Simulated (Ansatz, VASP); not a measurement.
One calculation of LiNbO3, two programs

The input INCAR:

```
PREC = Accurate ; ENCUT = 520
EDIFF = 1E-7 ; ISMEAR = 0
SIGMA = 0.05 ; LREAL = False
LASPH = True ; NELM = 80
ALGO = Normal ; ISIF = 2
LWAVE = False ; LCHARG = True
GGA = PE ; LELF = True
LVHAR = True ; NBANDS = 45
```

KPOINTS

```
regular mesh
0
Gamma
  6 6 6
```

POSCAR

```
LiNbO3
1.0
    2.8131840873      1.6241925901      3.9628386510
   -2.8131840873      1.6241925901      3.9628386510
    0.0000000000     -3.2483851801      3.9628386510
Li Nb O
2 2 6
Direct
    0.2500000000      0.2500000000      0.2500000000
    0.7500000000      0.7500000000      0.7500000000
    0.0000000000      0.0000000000      0.0000000000
    0.5000000000      0.5000000000      0.5000000000
    0.1303353734      0.3696646266      0.7500000000
    0.7500000000      0.1303353734      0.3696646266
    0.3696646266      0.7500000000      0.1303353734
    0.8696646266      0.6303353734      0.2500000000
    0.2500000000      0.8696646266      0.6303353734
    0.6303353734      0.2500000000      0.8696646266
```

Input for Ansatz:

```yaml
crystal:
  lattice:
    - [2.8131840873, 1.6241925901, 3.962838651]
    - [-2.8131840873, 1.6241925901, 3.962838651]
    - [0.0, -3.2483851801, 3.962838651]
  atoms:
    - { symbol: Li, position: [0.25, 0.25, 0.25] }
    - { symbol: Li, position: [0.75, 0.75, 0.75] }
    - { symbol: Nb, position: [0.0, 0.0, 0.0] }
    - { symbol: Nb, position: [0.5, 0.5, 0.5] }
    - { symbol: O, position: [0.1303353734, 0.3696646266, 0.75] }
    - { symbol: O, position: [0.75, 0.1303353734, 0.3696646266] }
    - { symbol: O, position: [0.3696646266, 0.75, 0.1303353734] }
    - { symbol: O, position: [0.8696646266, 0.6303353734, 0.25] }
    - { symbol: O, position: [0.25, 0.8696646266, 0.6303353734] }
    - { symbol: O, position: [0.6303353734, 0.25, 0.8696646266] }
basis:
  ecutwfc: 520.0
kpoints:
  mp_grid: { grid: [6, 6, 6] }
hamiltonian:
  xc: pbe
  pseudopotentials: { kind: paw, azcp: { folder: soft_1 } }
scf:
  occupations: { method: gaussian, width: 0.05 }
output:
  forces: true
  stress: true
  eigenvalues: true
```

Alike in both runs: task single point; functional PBE; k mesh 6 × 6 × 6; occupations gaussian, width 0.05 eV; no spin polarisation.

|  | VASP | Ansatz |
| --- | --- | --- |
| version | VASP 6.6.1 | Ansatz 0.2.0 |
| potentials or method | VASP PAW PBE potentials, release 64 (Li_sv, Nb_sv, O), cutoff 520 eV | scalar-relativistic, plane waves, PAW |
| valence electrons in the cell | 68 | 68 |

|  | VASP | Ansatz | Ansatz less VASP |
| --- | --- | --- | --- |
| gap on the k mesh at the Fermi level (eV) | 1.46 | 1.48 | +0.015 |
| least direct gap on the mesh (eV) | 1.46 | 1.48 | +0.015 |
| rms of the force components (eV/Å) | 0.233 | 0.228 | -0.0053 |

Atom by atom the forces differ by 0.005 eV/Å (rms over components). With one functional, cell and mesh, what is left measures potentials, basis and numerics.

Noted on VASP's run: the cutoff is short for stress, so the pressure is rough.
